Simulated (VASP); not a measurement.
# AlN (F-43m) in VASP: settings compared

Aim: see how the results for AlN move with the level of theory and the settings. Levels: PBE, r2SCAN, HSE06. Tasks: single point.

Program: VASP 6.6.1. These are calculated values, not measurements. Logs are shortened: lines on timing, memory, paths and dates and some standing lists are left out, and cuts for length are marked.

## 1. The cell of the first run

The structure is cubic, space group F-43m (No. 216). Conventional cell: a = 4.370 Å, b = 4.370 Å, c = 4.370 Å, α = 90.00°, β = 90.00°, γ = 90.00°. Al (site symmetry -43m) has 4 N at 1.89 Å within 2.5 Å. N (site symmetry -43m) has 4 Al at 1.89 Å within 2.5 Å.

## 2. Single point, PBE

INCAR

```
  ALGO = Normal
  EDIFF = 1E-6
  ENCUT = 520
  GGA = PE
  ISIF = 2
  ISMEAR = 0
  LASPH = True
  LCHARG = False
  LREAL = False
  LWAVE = False
  NBANDS = 11
  NELM = 80
  PREC = Accurate
  SIGMA = 0.01
```

KPOINTS

```
k-points
0
Gamma
  8 8 8
```

POSCAR

```
AlN
1.0
    0.0000000000      2.1848764830      2.1848764830
    2.1848764830      0.0000000000      2.1848764830
    2.1848764830      2.1848764830      0.0000000000
Al N
1 1
Direct
    0.0000000000      0.0000000000      0.0000000000
    0.7500000000      0.7500000000      0.7500000000
```

Potentials or basis: VASP PAW PBE potentials, release 64 (Al, N).

Launch:

```
cat potpaw_PBE.64/Al/POTCAR potpaw_PBE.64/N/POTCAR > POTCAR
mpirun -np 1 vasp_std > vasp.out
```

OUTCAR:

```text
EDIFF = 1E-6
   ENCUT = 520
   GGA = PE
   ISIF = 2
   ISMEAR = 0
   LASPH = True
   LREAL = False
   NELM = 80
   PREC = Accurate

 ion  position               nearest neighbor table
   1  0.000  0.000  0.000-   2 1.89   2 1.89   2 1.89   2 1.89
   2  0.750  0.750  0.750-   1 1.89   1 1.89   1 1.89   1 1.89

  LATTYP: Found a face centered cubic cell.
 ALAT       =     4.3697529660

  Lattice vectors:

 A1 = (   0.0000000000,   2.1848764830,   2.1848764830)
 A2 = (   2.1848764830,   0.0000000000,   2.1848764830)
 A3 = (   2.1848764830,   2.1848764830,   0.0000000000)

Analysis of symmetry for initial positions (statically):
=====================================================================
 Subroutine PRICEL returns:
 Original cell was already a primitive cell.

 Routine SETGRP: Setting up the symmetry group for a
 face centered cubic supercell.

 Subroutine GETGRP returns: Found 24 space group operations
 (whereof 24 operations were pure point group operations)
 out of a pool of 48 trial point group operations.

The static configuration has the point symmetry T_d .

Analysis of symmetry for dynamics (positions and initial velocities):
=====================================================================
 Subroutine PRICEL returns:
 Original cell was already a primitive cell.

 Routine SETGRP: Setting up the symmetry group for a
 face centered cubic supercell.

 Subroutine GETGRP returns: Found 24 space group operations
 (whereof 24 operations were pure point group operations)
 out of a pool of 48 trial point group operations.

The dynamic configuration has the point symmetry T_d .

 Subroutine INISYM returns: Found 24 space group operations
 (whereof 24 operations are pure point group operations),
 and found     1 'primitive' translations

----------------------------------------------------------------------------------------

                                     Primitive cell

  volume of cell :      20.8598

  direct lattice vectors                    reciprocal lattice vectors
     0.000000000  2.184876483  2.184876483    -0.228845888  0.228845888  0.228845888
     2.184876483  0.000000000  2.184876483     0.228845888 -0.228845888  0.228845888
     2.184876483  2.184876483  0.000000000     0.228845888  0.228845888 -0.228845888

  length of vectors
     3.089881954  3.089881954  3.089881954     0.396372706  0.396372706  0.396372706

  position of ions in fractional coordinates (direct lattice)
     0.000000000  0.000000000  0.000000000
     0.750000000  0.750000000  0.750000000

  ion indices of the primitive-cell ions
   primitive index   ion index
                 1           1
                 2           2

----------------------------------------------------------------------------------------

 KPOINTS: k-points

Automatic generation of k-mesh.
 Grid dimensions read from file:
 generate k-points for:    8    8    8

 Generating k-lattice:

  Cartesian coordinates                     Fractional coordinates (reciprocal lattice)
    -0.028605736  0.028605736  0.028605736     0.125000000  0.000000000  0.000000000
     0.028605736 -0.028605736  0.028605736     0.000000000  0.125000000  0.000000000
     0.028605736  0.028605736 -0.028605736     0.000000000  0.000000000  0.125000000

  Length of vectors
     0.049546588  0.049546588  0.049546588

  Shift w.r.t. Gamma in fractional coordinates (k-lattice)
     0.000000000  0.000000000  0.000000000

 Subroutine IBZKPT returns following result:
 ===========================================

 Found     29 irreducible k-points:

 Following reciprocal coordinates:
            Coordinates               Weight
  0.000000  0.000000  0.000000      1.000000
  0.125000  0.000000  0.000000      8.000000
  0.250000  0.000000  0.000000      8.000000
  0.375000  0.000000  0.000000      8.000000
  0.500000  0.000000  0.000000      4.000000
  0.125000  0.125000  0.000000      6.000000
[... 16 lines left out ...]
  0.500000  0.250000  0.125000     48.000000
 -0.375000  0.250000  0.125000     24.000000
 [... further k-points ...]
   k-points           NKPTS =     29   k-points in BZ     NKDIM =     29   number of bands    NBANDS=     11
   number of dos      NEDOS =    301   number of ions     NIONS =      2
   total plane-waves  NPLWV =  13824
   dimension x,y,z NGX =    24 NGY =   24 NGZ =   24
   dimension x,y,z NGXF=    48 NGYF=   48 NGZF=   48
   ions per type =               1   1
   NGX,Y,Z   is equivalent  to a cutoff of  12.91, 12.91, 12.91 a.u.
   NGXF,Y,Z  is equivalent  to a cutoff of  25.83, 25.83, 25.83 a.u.
 SYSTEM =  unknown system
   PREC   = accura    normal or accurate (medium, high low for compatibility)
   ISTART =      0    job   : 0-new  1-cont  2-samecut
   ICHARG =      2    charge: 1-file 2-atom 10-const
   ISPIN  =      1    spin polarized calculation?
   LNONCOLLINEAR =      F non collinear calculations
   LSORBIT =      F    spin-orbit coupling
   LASPH  =      T    aspherical Exc in radial PAW
   ENCUT  =  520.0 eV  38.22 Ry    6.18 a.u.   5.75  5.75  5.75*2*pi/ulx,y,z
   NELM   =     80;   NELMIN=  2; NELMDL= -5     # of ELM steps
   EDIFF  = 0.1E-05   stopping-criterion for ELM
   LREAL  =      F    real-space projection
   EDIFFG = 0.1E-04   stopping-criterion for IOM
   NSW    =      0    number of steps for IOM
   IBRION =     -1    ionic relax: 0-MD 1-quasi-New 2-CG
   NFREE  =      0    steps in history (QN), initial steepest desc. (CG)
   ISIF   =      2    stress and relaxation
   ISYM   =      2    0-nonsym 1-usesym 2-fastsym
   POTIM  = 0.5000    time-step for ionic-motion
   TEBEG  =    0.0;   TEEND  =   0.0 temperature during run
   PSTRESS=    0.0 pullay stress
   NELECT =       8.0000    total number of electrons
   NUPDOWN=      -1.0000    fix difference up-down
   EMIN   =  10.00;   EMAX   =-10.00  energy-range for DOS
   EFERMI =   0.00;   METHOD = LEGACY
   ISMEAR =     0;   SIGMA  =   0.01  broadening in eV -4-tet -1-fermi 0-gaus
   EFERMI_NEDOS =   21; number of points for ismear=-14 and -15
   IALGO  =     38    algorithm
   IMIX   =      4    mixing-type and parameters
     AMIX     =   0.40;   BMIX     =  1.00
     AMIX_MAG =   1.60;   BMIX_MAG =  1.00
  volume/ion in A,a.u.               =      10.43        70.38
  Fermi-wavevector in a.u.,A,eV,Ry     =   1.189418  2.247675 19.248377  1.414716
  Thomas-Fermi vector in A             =   2.325526
   LORBIT       =      0    0 simple, 1 ext, 2 COOP (PROOUT), +10 PAW based schemes
   GGA     = PE    functional components
   LHFCALC =     F    Hartree Fock is set to
   AEXX    =    0.0000 exact exchange contribution
   IVDW    =     0    specifies the selected vdW correction
   LEPSILON=     F    determine dielectric tensor
   LRPA    =     F    only Hartree local field effects (RPA)
 non-spin polarized calculation
 Gauss-broadening in eV      SIGMA  =   0.01
  energy-cutoff  :      520.00
  volume of cell :       20.86
 maximum number of plane-waves:       588
   NGX = 11   NGY = 11   NGZ = 11

 number of electron       8.0000000 magnetization

 Free energy of the ion-electron system (eV)
  ---------------------------------------------------
  ext. energy  EPLUGINS =         0.00000000
  ---------------------------------------------------
  free energy    TOTEN  =       -14.84104573 eV

  energy without entropy =      -14.84104573  energy(sigma->0) =      -14.84104573

 E-fermi :   6.0258     XC(G=0): -10.9283

 val. band max:        5.9587566056   @ k =   0.0000   0.0000   0.0000
 cond. band min:       9.2757212472   @ k =   0.5000   0.5000   0.0000
 fundamental gap:      3.3169646415
 Fermi energy:         6.0257570190

 k-point     1 :       0.0000    0.0000    0.0000
  band No.  band energies     occupation
      1      -9.0149      2.00000
      2       5.9588      2.00000
      3       5.9588      2.00000
      4       5.9588      2.00000
      5      10.1439      0.00000
      6      18.5070      0.00000
      7      18.5070      0.00000
      8      18.5070      0.00000
      9      23.6376      0.00000
     10      23.6376      0.00000
     11      25.0371      0.00000

 k-point     2 :       0.1250    0.0000    0.0000
  band No.  band energies     occupation
      1      -8.7882      2.00000
      2       4.7794      2.00000
      3       5.8802      2.00000
      4       5.8802      2.00000
      5      11.0859      0.00000
      6      17.9339      0.00000
      7      18.6794      0.00000
      8      18.6794      0.00000
      9      22.1000      0.00000
     10      22.1000      0.00000
     11      23.9888      0.00000

 k-point     3 :       0.2500    0.0000    0.0000
  band No.  band energies     occupation
      1      -8.1659      2.00000
      2       2.7011      2.00000
      3       5.7033      2.00000
      4       5.7033      2.00000
      5      12.4045      0.00000
      6      16.9182      0.00000
      7      18.2757      0.00000
      8      18.2757      0.00000
      9      22.2245      0.00000
     10      22.2245      0.00000
     11      23.1866      0.00000

 k-point     4 :       0.3750    0.0000    0.0000
  band No.  band energies     occupation
      1      -7.3795      2.00000
      2       0.8832      2.00000
      3       5.5421      2.00000
      4       5.5421      2.00000
      5      13.1281      0.00000
      6      16.1278      0.00000
      7      17.4354      0.00000
      8      17.4354      0.00000
      9      23.4771      0.00000
     10      24.2535      0.00000
     11      24.2535      0.00000

 k-point     5 :       0.5000    0.0000    0.0000
  band No.  band energies     occupation
      1      -6.9704      2.00000
      2       0.1100      2.00000
      3       5.4792      2.00000
      4       5.4792      2.00000
      5      13.3272      0.00000
      6      15.8150      0.00000
      7      17.0977      0.00000
      8      17.0977      0.00000
      9      23.9300      0.00000
     10      26.0417      0.00000
     11      26.0417      0.00000
[... 211 lines left out ...]
 k-point    21 :       0.5000    0.5000    0.0000
  band No.  band energies     occupation
      1      -6.3364      2.00000
      2       1.0604      2.00000
      3       4.1865      2.00000
      4       4.1865      2.00000
      5       9.2757      0.00000
      6      14.5662      0.00000
      7      19.8991      0.00000
      8      21.6767      0.00000
      9      21.6767      0.00000
     10      29.4716      0.00000
     11      29.9407      0.00000

 k-point    22 :       0.3750    0.2500    0.1250
  band No.  band energies     occupation
      1      -7.6656      2.00000
      2       2.3977      2.00000
      3       4.4836      2.00000
      4       5.3571      2.00000
      5      12.7613      0.00000
      6      16.4733      0.00000
      7      16.8050      0.00000
      8      19.2311      0.00000
      9      20.5981      0.00000
     10      25.0701      0.00000
     11      27.5840      0.00000

 k-point    23 :       0.5000    0.2500    0.1250
  band No.  band energies     occupation
      1      -6.9877      2.00000
      2       1.3412      2.00000
      3       3.8919      2.00000
      4       5.0295      2.00000
      5      12.9994      0.00000
      6      15.5884      0.00000
      7      17.4818      0.00000
      8      18.8344      0.00000
      9      21.9878      0.00000
     10      25.5981      0.00000
     11      27.7147      0.00000

 k-point    24 :      -0.3750    0.2500    0.1250
  band No.  band energies     occupation
      1      -6.6512      2.00000
      2       0.8234      2.00000
      3       3.7376      2.00000
      4       4.8432      2.00000
      5      13.0566      0.00000
      6      15.2026      0.00000
      7      18.1183      0.00000
      8      18.6339      0.00000
      9      23.1221      0.00000
     10      24.7185      0.00000
     11      27.9836      0.00000

 [... further k-points ...]

------------------------ aborting loop because EDIFF is reached ----------------------------------------

  FORCE on cell =-STRESS in cart. coord.  units (eV):
  Direction    XX          YY          ZZ          XY          YZ          ZX
  --------------------------------------------------------------------------------------
  -------------------------------------------------------------------------------------
  Total        0.5634682      0.5634682      0.5634682      0.0000000      0.0000000     -0.0000000
  in kB       43.2782137     43.2782137     43.2782137      0.0000000      0.0000000     -0.0000000
  external PRESSURE =      43.2782137 kB  Pullay stress =       0.0000000 kB

 VOLUME and BASIS-vectors are now :
 -----------------------------------------------------------------------------
  energy-cutoff  :      520.00
  volume of cell :       20.86
      direct lattice vectors                 reciprocal lattice vectors
     0.000000000  2.184876483  2.184876483    -0.228845888  0.228845888  0.228845888
     2.184876483  0.000000000  2.184876483     0.228845888 -0.228845888  0.228845888
     2.184876483  2.184876483  0.000000000     0.228845888  0.228845888 -0.228845888

 POSITION                                       TOTAL-FORCE (eV/Angst)
 -----------------------------------------------------------------------------------
      0.00000      0.00000      0.00000         0.000000      0.000000      0.000000
      3.27731      3.27731      3.27731        -0.000000     -0.000000     -0.000000
 -----------------------------------------------------------------------------------
    total drift:                               -0.000000     -0.000000     -0.000000

  FREE ENERGIE OF THE ION-ELECTRON SYSTEM (eV)
  ---------------------------------------------------
  free  energy   TOTEN  =       -14.8410457277 eV

  energy  without entropy=      -14.8410457277  energy(sigma->0) =      -14.84104573
```

Run time: 6.9 s. Hardware: 1 thread of AMD EPYC 7R43 (Zen 3), shared host; peak memory 0.1 GiB.

Results:

```yaml
Free_energy: -14.8410 eV
Pressure: 4.3 GPa
Band_gap_on_the_k_mesh: 3.32 eV, indirect (least direct gap 4.19 eV)
```

A k mesh can miss the band edges. PBE gaps usually lie below the measured ones, often by a third to a half.

## 3. Single point, r2SCAN

POSCAR is that of step 2.

INCAR.step1

```
SYSTEM = AlN
PREC = Accurate
ENCUT = 520
ISMEAR = 0
SIGMA = 0.01
LREAL = .False.
LASPH = .True.
NELM = 100
NBANDS = 11
GGA = PE
ALGO = Normal
EDIFF = 1E-4
LWAVE = .True.
LCHARG = .False.
```

INCAR.step2

```
SYSTEM = AlN
PREC = Accurate
ENCUT = 520
EDIFF = 1E-6
ISMEAR = 0
SIGMA = 0.01
LREAL = .False.
LASPH = .True.
NELM = 100
ALGO = Normal
ISIF = 2
LWAVE = .False.
LCHARG = .True.
METAGGA = R2SCAN
LMIXTAU = .True.
LELF = .True.
LVHAR = .True.
NBANDS = 11
ISTART = 1
```

KPOINTS

```
Automatic mesh
0
Gamma
  6 6 6
  0 0 0
```

Potentials or basis: VASP PAW PBE potentials, release 64 (Al, N).

Launch:

```
cat potpaw_PBE.64/Al/POTCAR potpaw_PBE.64/N/POTCAR > POTCAR
cp INCAR.step1 INCAR
mpirun -np 1 vasp_std > vasp.out
cp INCAR.step2 INCAR
mpirun -np 1 vasp_std > vasp.out
```

It took 22 s on 1 thread of AMD EPYC 7R43 (Zen 3), shared host; peak memory 0.1 GiB.

It converged, with:

| Item | Value |
| --- | --- |
| Free energy | -19.1783 eV |
| Pressure | -0.4 GPa |
| Band gap on the k mesh | 3.93 eV, indirect (least direct gap 4.88 eV) |

Levels at points of the mesh, in eV from the valence-band top:
```csv
k point,band 2,band 3,band 4,band 5,band 6,band 7
"(0.00, 0.00, 0.00)",0.00,0.00,0.00,4.88,13.51,13.51
"(0.50, 0.00, 0.00)",-5.89,-0.49,-0.49,8.20,10.82,11.94
"(0.50, 0.50, 0.00)",-4.95,-1.81,-1.81,3.93,9.47,15.18
```

Caveat: the PAW data sets were made with another functional, which shifts forces and pressure a little. r2SCAN opens gaps a little over a GGA but as a rule still falls short of measured ones.

[end of part 1 of 2]
